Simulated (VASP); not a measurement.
Wanted: the native input for a VASP 6.6.1 run.

```yaml
Task: single point
Functional: PBEsol
Potentials_or_basis: VASP PAW PBE potentials, release 64 (Mg, Si, O, H)
Cutoff: 520 eV
k_mesh: 3 × 3 × 1
Occupations: gaussian, width 0.1 eV
Spin: no spin polarisation
Dipole_correction: no
Further_INCAR_settings: ALGO = Normal; EDIFF = 1e-07; NBANDS = 32
```

The structure of Mg8Si4HO lies in POSCAR:

```
Mg8Si4HO
1.0
    6.3910000000      0.0000000000      0.0000000000
    0.0000000000      6.3910000000      0.0000000000
    0.0000000000      0.0000000000     15.7932500000
Mg Si O H
8 4 1 1
Direct
    0.2291303395      0.7568524488      0.3551221566
    0.0917133469      0.1788457205      0.3279823342
    0.2370483492      0.2633806916      0.1419610910
    0.2457235174      0.7527950243      0.1508940212
    0.7338189642      0.7656642153      0.1463380242
    0.7522228133      0.2451328431      0.1432456904
    0.5370550775      0.4413508058      0.2806183654
    0.7562478485      0.8239166015      0.3510787837
    0.0000000000      0.0000000000      0.0633181897
   -0.0280460022      0.5199519637      0.2534711981
    0.4733196683      0.0275357534      0.2564929954
    0.5000000000      0.5000000000      0.0633181897
    0.0104633078      0.9414439055      0.3915803904
   -0.5038305430      0.6136152402      0.3822441866
```

The input as run:

INCAR

```
SYSTEM = Mg8Si4HO
PREC = Accurate ; ENCUT = 520
EDIFF = 1E-7 ; ISMEAR = 0
SIGMA = 0.1 ; LREAL = .FALSE.
LASPH = .TRUE. ; NELM = 60
ALGO = Normal ; ISIF = 2
LWAVE = .FALSE. ; LCHARG = .TRUE.
GGA = PS ; LELF = .TRUE.
LVHAR = .TRUE. ; NBANDS = 32
```

KPOINTS

```
Automatic mesh
0
G
  3 3 1
  0 0 0
```

Potentials or basis: VASP PAW PBE potentials, release 64 (Mg, Si, O, H).

Run with:

```console
$ cat potpaw_PBE.64/Mg/POTCAR potpaw_PBE.64/Si/POTCAR potpaw_PBE.64/O/POTCAR potpaw_PBE.64/H/POTCAR > POTCAR
$ mpirun -np 1 vasp_std > vasp.out
```

It gave:

```
Largest force : 0.302 eV/Å
```

Caveat: the PAW data sets were made with another functional, which shifts forces and pressure a little; an odd number of electrons without spin polarisation forces a metal; a magnetic or distorted state may lie lower.

Run time: 2.4 min on 1 thread of Intel(R) Xeon(R) 6975P-C (Granite Rapids), with other jobs on the host, peak memory 0.63 GiB.
